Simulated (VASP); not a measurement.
Crystal: GaMo.

```xyz
2
Lattice="0.0000 2.6970 2.6970 2.6970 0.0000 2.6970 2.6970 2.6970 0.0000" Properties=species:S:1:pos:R:3 pbc="T T T"
Ga    0.0000    0.0000    0.0000
Mo    4.0455    4.0455    4.0455
```

```yaml
Program: VASP 6.6.1
Task: relaxation of cell and atoms
Functional: PBE
Potentials_or_basis: VASP PAW PBE potentials, release 64 (Ga_d, Mo_sv)
Cutoff: 600 eV
k_mesh: 6 × 6 × 6
Occupations: gaussian, width 0.2 eV
Spin: no spin polarisation
```

At the start: pressure 19.1 GPa; volume 19.62 Å³/atom.

Task: Where does the relaxation end?

Result: Over 3 steps the energy falls by 185.5 meV/atom and the volume is 23.32 Å³/atom (+18.9 %); space group F-43m (No. 216, to 0.05 Å).

The path:
| step | energy change (eV) | largest force (eV/Å) | pressure (GPa) | volume (Å³) |
| --- | --- | --- | --- | --- |
| 1 | 0.0000 | 0.0000 | 19.06 | 39.24 |
| 2 | -0.1504 | 0.0000 | -8.27 | 54.03 |
| 3 | -0.3710 | 0.0000 | -0.18 | 46.64 |

Final structure:
```cif
data_structure
_symmetry_space_group_name_H-M 'P 1'
_symmetry_Int_Tables_number 1
_cell_length_a 4.0404
_cell_length_b 4.0404
_cell_length_c 4.0404
_cell_angle_alpha 60.000
_cell_angle_beta 60.000
_cell_angle_gamma 60.000
_cell_volume 46.64
loop_
_atom_site_label
_atom_site_type_symbol
_atom_site_fract_x
_atom_site_fract_y
_atom_site_fract_z
_atom_site_occupancy
Ga1 Ga 0.00000 0.00000 0.00000 1
Mo1 Mo 0.75000 0.75000 0.75000 1
```

Caveat: the volume moved by over 15 % at a fixed basis, so the end points are rough.
